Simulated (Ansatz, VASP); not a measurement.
**One calculation of C, two programs**

File INCAR:

```
  PREC = Accurate
  ENCUT = 520
  EDIFF = 1E-6
  ISMEAR = -1
  SIGMA = 0.08
  LREAL = F
  LASPH = T
  NELM = 80
  ALGO = Normal
  ISIF = 2
  LWAVE = F
  LCHARG = F
  NBANDS = 11
```

Contents of KPOINTS:

```
regular mesh
0
Gamma
  20 20 20
```

Contents of POSCAR:

```
C
1.0
    0.0000000000      1.7952109402      1.7952109402
    1.7952109402      0.0000000000      1.7952109402
    1.7952109402      1.7952109402      0.0000000000
C
2
Direct
    0.5000000000      0.5000000000      0.5000000000
    0.7500000000      0.7500000000      0.7500000000
```

Input for Ansatz:

```yaml
crystal:
  lattice:
    - [0.0, 1.7952109402, 1.7952109402]
    - [1.7952109402, 0.0, 1.7952109402]
    - [1.7952109402, 1.7952109402, 0.0]
  atoms:
    - { symbol: C, position: [0.5, 0.5, 0.5] }
    - { symbol: C, position: [0.75, 0.75, 0.75] }
kpoints:
  mp_grid: { grid: [20, 20, 20] }
  band_path:
    path:
      - [0.0, 0.0, 0.0]
      - [0.5, 0.0, 0.5]
      - [0.625, 0.25, 0.625]
      - [0.375, 0.375, 0.75]
      - [0.0, 0.0, 0.0]
      - [0.5, 0.5, 0.5]
      - [0.5, 0.25, 0.75]
      - [0.5, 0.0, 0.5]
    npoints: 5
scf:
  occupations: { method: fermi_dirac, width: 0.08 }
hamiltonian:
  xc: lda
  pseudopotentials: { kind: all_electron, lapw: { basis_error: 0.0005 } }
output:
  forces: true
  stress: true
  eigenvalues: true
```

Change from the starting cell: volume scaled by 1.02.

Alike in both runs: task single point; functional LDA; k mesh 20 × 20 × 20; occupations fermi-dirac, width 0.08 eV; no spin polarisation.

```csv
,VASP,Ansatz
version,VASP 6.6.1,Ansatz 0.2.0
potentials or method,"VASP PAW LDA potentials, release 64 (C), cutoff 520 eV","all-electron LAPW, scalar-relativistic"
```

```tsv
	VASP	Ansatz	Ansatz less VASP
gap on the k mesh at the Fermi level (eV)	4.05	4.06	+0.005
pressure (GPa)	-19.7	-21.0	-1.26
```

LDA's correlation is that of Perdew and Zunger in VASP and of Perdew and Wang (1992) in Ansatz. Ansatz ran all-electron here, and VASP with PAW potentials.
